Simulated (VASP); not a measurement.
Write the native input for VASP 6.6.1 that does the following.

| Item | Value |
| --- | --- |
| Task | single point |
| Functional | PBE |
| Potentials or basis | VASP PAW PBE potentials, release 64 (C) |
| Cutoff | 520 eV |
| k mesh | 18 × 18 × 18 |
| Occupations | fermi-dirac, width 0.0612256 eV |
| Spin | no spin polarisation |
| Dipole correction | no |
| Further INCAR settings | ALGO = Normal; EDIFF = 1e-06; NBANDS = 11 |

The structure of C lies in POSCAR:

```
C
1.0
    0.0000000000      1.8211020964      1.8211020964
    1.8211020964      0.0000000000      1.8211020964
    1.8211020964      1.8211020964      0.0000000000
C
2
Direct
    0.0000000000      0.0000000000      0.0000000000
    0.2500000000      0.2500000000      0.2500000000
```

The input as run:

INCAR

```
ALGO     = Normal         # electronic algorithm
EDIFF    = 1E-6           # SCF threshold, eV
ENCUT    = 520            # plane-wave cutoff, eV
GGA      = PE             # functional
ISIF     = 2              # what is computed and relaxed
ISMEAR   = -1             # smearing method
LASPH    = T              # aspherical terms in the spheres
LCHARG   = F              # write CHGCAR
LREAL    = F              # projectors in reciprocal space
LWAVE    = F              # write WAVECAR
NBANDS   = 11             # bands
NELM     = 80             # most SCF steps
PREC     = Accurate       # precision mode
SIGMA    = 0.06122561905347299 # smearing width, eV
```

KPOINTS

```
k-points
0
Gamma
  18 18 18
```

Potentials or basis: VASP PAW PBE potentials, release 64 (C).

Launch:

```sh
$ cat potpaw_PBE.64/C/POTCAR > POTCAR
$ mpirun -np 1 vasp_std > vasp.out
```

It gave:

```yaml
Pressure: -22.3 GPa
Band_gap_on_the_k_mesh: 4.01 eV, indirect (least direct gap 5.42 eV)
```

Run time: 34 s on 1 thread of Intel Xeon 8259CL, with other jobs on the host, peak memory 0.13 GiB.
